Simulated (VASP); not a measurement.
# Pb (C2/m) in VASP: single point with PBE

Aim: the single point of Pb with PBE.

All numbers are computed with VASP 6.6.1; they aren't measurements. Logs are shortened: lines on timing, memory, paths and dates and some standing lists are left out, and cuts for length are marked.

## (1) The cell of the first run

It takes space group C2/m (No. 12, monoclinic). Conventional cell: a = 6.077 Å, b = 3.501 Å, c = 6.452 Å, α = 90.00°, β = 109.14°, γ = 90.00°. Within 4.4 Å of Pb (site symmetry m) lie 10 Pb at 3.34 to 3.51 Å.

## (2) Single point, PBE

The input, POSCAR:

```
Pb
1.0
    3.0386068135     -1.7503199600      0.0000000000
    3.0386068135      1.7503199600      0.0000000000
   -2.1154626375      0.0000000000      6.0952248674
Pb
2
Direct
    0.0914915900      0.0914915900      0.2737078000
    0.9085084100      0.9085084100      0.7262922000
```

The input, INCAR.step1:

```
PREC = Accurate
ENCUT = 520
EDIFF = 1E-6
ISMEAR = 0
SIGMA = 0.05
LREAL = False
LASPH = True
NELM = 60
ALGO = Fast
ISIF = 2
LWAVE = False
LCHARG = True
GGA = PE
NBANDS = 21
```

The input, KPOINTS.step1:

```
Automatic mesh
0
Gamma
  12 12 6
```

The input, INCAR.step2:

```
PREC = Accurate
ENCUT = 520
EDIFF = 1E-6
ISMEAR = -5
SIGMA = 0.05
LREAL = False
LASPH = True
NELM = 60
ALGO = Fast
ISIF = 2
LWAVE = False
LCHARG = False
GGA = PE
LORBIT = 11
NEDOS = 2001
ICHARG = 11
```

The input, KPOINTS.step2:

```
Automatic mesh
0
Gamma
  18 18 9
```

Potentials or basis: VASP PAW PBE potentials, release 64 (Pb_d).

Started as:

```console
$ cat potpaw_PBE.64/Pb_d/POTCAR > POTCAR
$ cp INCAR.step1 INCAR
$ cp KPOINTS.step1 KPOINTS
$ mpirun -np 1 vasp_std > vasp.out
$ cp INCAR.step2 INCAR
$ cp KPOINTS.step2 KPOINTS
$ mpirun -np 1 vasp_std > vasp.out
```

OUTCAR:

```text
PREC = Accurate
   ENCUT = 520
   EDIFF = 1E-6
   ISMEAR = -5
   LREAL = False
   LASPH = True
   NELM = 60
   ISIF = 2
   GGA = PE
   LORBIT = 11
   ICHARG = 11

 ion  position               nearest neighbor table
   1  0.091  0.091  0.274-   2 3.34   2 3.41   2 3.41   2 3.45
   2  0.909  0.909  0.726-   1 3.34   1 3.41   1 3.41   1 3.45

  LATTYP: Found a base centered monoclinic cell.
 ALAT       =     6.0772136270
 B/A-ratio  =     0.5760271293
 C/A-ratio  =     1.0616534713
 COS(beta)  =    -0.3278823751

  Lattice vectors:

 A1 = (   3.0386068135,  -1.7503199600,   0.0000000000)
 A2 = (   3.0386068135,   1.7503199600,   0.0000000000)
 A3 = (  -2.1154626375,   0.0000000000,   6.0952248674)

Analysis of symmetry for initial positions (statically):
=====================================================================
 Subroutine PRICEL returns:
 Original cell was already a primitive cell.

 Routine SETGRP: Setting up the symmetry group for a
 base centered monoclinic supercell.

 Subroutine GETGRP returns: Found  4 space group operations
 (whereof  4 operations were pure point group operations)
 out of a pool of  4 trial point group operations.

The static configuration has the point symmetry C_2h.

Analysis of symmetry for dynamics (positions and initial velocities):
=====================================================================
 Subroutine PRICEL returns:
 Original cell was already a primitive cell.

 Routine SETGRP: Setting up the symmetry group for a
 base centered monoclinic supercell.

 Subroutine GETGRP returns: Found  4 space group operations
 (whereof  4 operations were pure point group operations)
 out of a pool of  4 trial point group operations.

The dynamic configuration has the point symmetry C_2h.

 Subroutine INISYM returns: Found  4 space group operations
 (whereof  4 operations are pure point group operations),
 and found     1 'primitive' translations

----------------------------------------------------------------------------------------

                                     Primitive cell

  volume of cell :      64.8353

  direct lattice vectors                    reciprocal lattice vectors
     3.038606813 -1.750319960  0.000000000     0.164549095 -0.285662057  0.057109864
     3.038606813  1.750319960  0.000000000     0.164549095  0.285662057  0.057109864
    -2.115462637  0.000000000  6.095224867     0.000000000  0.000000000  0.164062856

  length of vectors
     3.506672401  3.506672401  6.451894943     0.334575480  0.334575480  0.164062856

  position of ions in fractional coordinates (direct lattice)
     0.091491590  0.091491590  0.273707800
     0.908508410  0.908508410  0.726292200

  ion indices of the primitive-cell ions
   primitive index   ion index
                 1           1
                 2           2

----------------------------------------------------------------------------------------

 KPOINTS: Automatic mesh

Automatic generation of k-mesh.
 Grid dimensions read from file:
 generate k-points for:   18   18    9

 Generating k-lattice:

  Cartesian coordinates                     Fractional coordinates (reciprocal lattice)
     0.009141616 -0.015870114  0.003172770     0.055555556  0.000000000 -0.000000000
     0.009141616  0.015870114  0.003172770     0.000000000  0.055555556 -0.000000000
     0.000000000  0.000000000  0.018229206     0.000000000  0.000000000  0.111111111

  Length of vectors
     0.018587527  0.018587527  0.018229206

  Shift w.r.t. Gamma in fractional coordinates (k-lattice)
     0.000000000  0.000000000  0.000000000

 TETIRR: Found   4383 inequivalent tetrahedra from    17496

 Subroutine IBZKPT returns following result:
 ===========================================

 Found    775 irreducible k-points:

 Following reciprocal coordinates:
            Coordinates               Weight
  0.000000  0.000000  0.000000      1.000000
  0.055556  0.000000  0.000000      4.000000
  0.111111  0.000000  0.000000      4.000000
  0.166667  0.000000  0.000000      4.000000
  0.222222  0.000000 -0.000000      4.000000
  0.277778  0.000000  0.000000      4.000000
[... 16 lines left out ...]
 -0.277778  0.055556  0.000000      4.000000
 -0.222222  0.055556 -0.000000      4.000000
 [... further k-points ...]
   k-points           NKPTS =    775   k-points in BZ     NKDIM =    775   number of bands    NBANDS=     18
   number of dos      NEDOS =   2001   number of ions     NIONS =      2
   total plane-waves  NPLWV =  37632
   dimension x,y,z NGX =    28 NGY =   28 NGZ =   48
   dimension x,y,z NGXF=    56 NGYF=   56 NGZF=   96
   ions per type =               2
   NGX,Y,Z   is equivalent  to a cutoff of  13.27, 13.27, 12.37 a.u.
   NGXF,Y,Z  is equivalent  to a cutoff of  26.55, 26.55, 24.74 a.u.
 SYSTEM =  unknown system
   PREC   = accura    normal or accurate (medium, high low for compatibility)
   ISTART =      0    job   : 0-new  1-cont  2-samecut
   ICHARG =     11    charge: 1-file 2-atom 10-const
   ISPIN  =      1    spin polarized calculation?
   LNONCOLLINEAR =      F non collinear calculations
   LSORBIT =      F    spin-orbit coupling
   LASPH  =      T    aspherical Exc in radial PAW
   ENCUT  =  520.0 eV  38.22 Ry    6.18 a.u.   6.52  6.52 12.00*2*pi/ulx,y,z
   NELM   =     60;   NELMIN=  2; NELMDL=  0     # of ELM steps
   EDIFF  = 0.1E-05   stopping-criterion for ELM
   LREAL  =      F    real-space projection
   EDIFFG = 0.1E-04   stopping-criterion for IOM
   NSW    =      0    number of steps for IOM
   IBRION =     -1    ionic relax: 0-MD 1-quasi-New 2-CG
   NFREE  =      0    steps in history (QN), initial steepest desc. (CG)
   ISIF   =      2    stress and relaxation
   ISYM   =      2    0-nonsym 1-usesym 2-fastsym
   POTIM  = 0.5000    time-step for ionic-motion
   TEBEG  =    0.0;   TEEND  =   0.0 temperature during run
   PSTRESS=    0.0 pullay stress
   NELECT =      28.0000    total number of electrons
   NUPDOWN=      -1.0000    fix difference up-down
   EMIN   =  10.00;   EMAX   =-10.00  energy-range for DOS
   EFERMI =   0.00;   METHOD = LEGACY
   ISMEAR =    -5;   SIGMA  =   0.05  broadening in eV -4-tet -1-fermi 0-gaus
   EFERMI_NEDOS =   21; number of points for ismear=-14 and -15
   IALGO  =     68    algorithm
   IMIX   =      4    mixing-type and parameters
     AMIX     =   0.40;   BMIX     =  1.00
     AMIX_MAG =   1.60;   BMIX_MAG =  1.00
  volume/ion in A,a.u.               =      32.42       218.77
  Fermi-wavevector in a.u.,A,eV,Ry     =   1.237438  2.338420 20.833975  1.531254
  Thomas-Fermi vector in A             =   2.372006
   LORBIT       =     11    0 simple, 1 ext, 2 COOP (PROOUT), +10 PAW based schemes
   GGA     = PE    functional components
   LHFCALC =     F    Hartree Fock is set to
   AEXX    =    0.0000 exact exchange contribution
   IVDW    =     0    specifies the selected vdW correction
   LEPSILON=     F    determine dielectric tensor
   LRPA    =     F    only Hartree local field effects (RPA)
 non-spin polarized calculation
 RMM-DIIS sequential band-by-band and
 Fermi weights with tetrahedron method with Bloechl corrections
  energy-cutoff  :      520.00
  volume of cell :       64.84
 maximum number of plane-waves:      1779
 NGX is ok and might be reduce to    28

 number of electron      27.9999996 magnetization

 Free energy of the ion-electron system (eV)
  ---------------------------------------------------
  ext. energy  EPLUGINS =         0.00000000
  ---------------------------------------------------
  free energy    TOTEN  =        -6.98946147 eV

  energy without entropy =       -6.98946147  energy(sigma->0) =       -6.98946147

 E-fermi :   6.5576     XC(G=0):  -9.8203

 val. band max:        6.7512655102   @ k =   0.2222   0.0000   0.4444
 cond. band min:       6.5118404234   @ k =  -0.4444   0.0556   0.1111
 fundamental gap:     -0.2394250868
 Fermi energy:         6.5575594208

 k-point     1 :       0.0000    0.0000    0.0000
  band No.  band energies     occupation
      1     -10.6095      2.00000
      2     -10.5006      2.00000
      3     -10.4996      2.00000
      4     -10.4967      2.00000
      5     -10.4967      2.00000
      6     -10.4735      2.00000
[... 10 lines left out ...]
     17      13.0352      0.00000
     18      13.1498      0.00000

 k-point     2 :       0.0556    0.0000    0.0000
  band No.  band energies     occupation
      1     -10.6067      2.00000
      2     -10.5031      2.00000
      3     -10.4988      2.00000
      4     -10.4933      2.00000
      5     -10.4914      2.00000
      6     -10.4646      2.00000
[... 10 lines left out ...]
     17      13.0110      0.00000
     18      13.1597      0.00000

 k-point     3 :       0.1111    0.0000    0.0000
  band No.  band energies     occupation
      1     -10.5989      2.00000
      2     -10.5132      2.00000
      3     -10.5038      2.00000
      4     -10.4756      2.00000
      5     -10.4714      2.00000
      6     -10.4439      2.00000
[... 10 lines left out ...]
     17      12.9716      0.00000
     18      12.9908      0.00000

 k-point     4 :       0.1667    0.0000    0.0000
  band No.  band energies     occupation
      1     -10.5888      2.00000
      2     -10.5263      2.00000
      3     -10.5117      2.00000
      4     -10.4498      2.00000
      5     -10.4419      2.00000
      6     -10.4324      2.00000
[... 375 lines left out ...]
      4     -10.5117      2.00000
      5     -10.4258      2.00000
      6     -10.3423      2.00000
[... 10 lines left out ...]
     17      10.5151      0.00000
     18      11.8107      0.00000

 k-point    23 :      -0.2778    0.0556    0.0000
  band No.  band energies     occupation
      1     -10.5907      2.00000
      2     -10.5473      2.00000
      3     -10.5233      2.00000
      4     -10.4936      2.00000
      5     -10.4223      2.00000
      6     -10.3597      2.00000
[... 10 lines left out ...]
     17      10.8969      0.00000
     18      12.6795      0.00000

 k-point    24 :      -0.2222    0.0556   -0.0000
  band No.  band energies     occupation
      1     -10.5835      2.00000
      2     -10.5369      2.00000
      3     -10.5216      2.00000
      4     -10.4642      2.00000
      5     -10.4224      2.00000
      6     -10.3913      2.00000
[... 10 lines left out ...]
     17      11.3699      0.00000
     18      13.1136      0.00000

 [... further k-points ...]

------------------------ aborting loop because EDIFF is reached ----------------------------------------

  FORCE on cell =-STRESS in cart. coord.  units (eV):
  Direction    XX          YY          ZZ          XY          YZ          ZX
  --------------------------------------------------------------------------------------
  -------------------------------------------------------------------------------------
  Total        0.2813984      0.3190681      0.5650456      0.0000000      0.0000000      0.0007265
  in kB        6.9537730      7.8846480     13.9631173      0.0000000      0.0000000      0.0179518
  external PRESSURE =       9.6005128 kB  Pullay stress =       0.0000000 kB

 VOLUME and BASIS-vectors are now :
 -----------------------------------------------------------------------------
  energy-cutoff  :      520.00
  volume of cell :       64.84
      direct lattice vectors                 reciprocal lattice vectors
     3.038606813 -1.750319960  0.000000000     0.164549095 -0.285662057  0.057109864
     3.038606813  1.750319960  0.000000000     0.164549095  0.285662057  0.057109864
    -2.115462637  0.000000000  6.095224867     0.000000000  0.000000000  0.164062856

 POSITION                                       TOTAL-FORCE (eV/Angst)
 -----------------------------------------------------------------------------------
     -0.02300      0.00000      1.66831        -0.017607      0.000000      0.003092
      3.98476      0.00000      4.42691         0.017607      0.000000     -0.003092
 -----------------------------------------------------------------------------------
    total drift:                                0.000000     -0.000000     -0.000000

  FREE ENERGIE OF THE ION-ELECTRON SYSTEM (eV)
  ---------------------------------------------------
  free  energy   TOTEN  =        -6.9894614730 eV

  energy  without entropy=       -6.9894614730  energy(sigma->0) =       -6.98946147

 total charge

# of ion       s       p       d       tot
------------------------------------------
    1        1.396   0.745   9.808  11.949
    2        1.396   0.745   9.808  11.949
--------------------------------------------------
tot          2.793   1.490  19.616  23.899
```

Wall time 23 min (1 thread of Intel Xeon Platinum 8259CL at 2.50GHz (Skylake/Cascade Lake), shared host); peak memory 0.78 GiB.

Results:

- Valence electrons inside the program's atomic spheres: Pb 11.95

Caveat: spin-orbit coupling is left out, which moves the levels of the heavy elements.
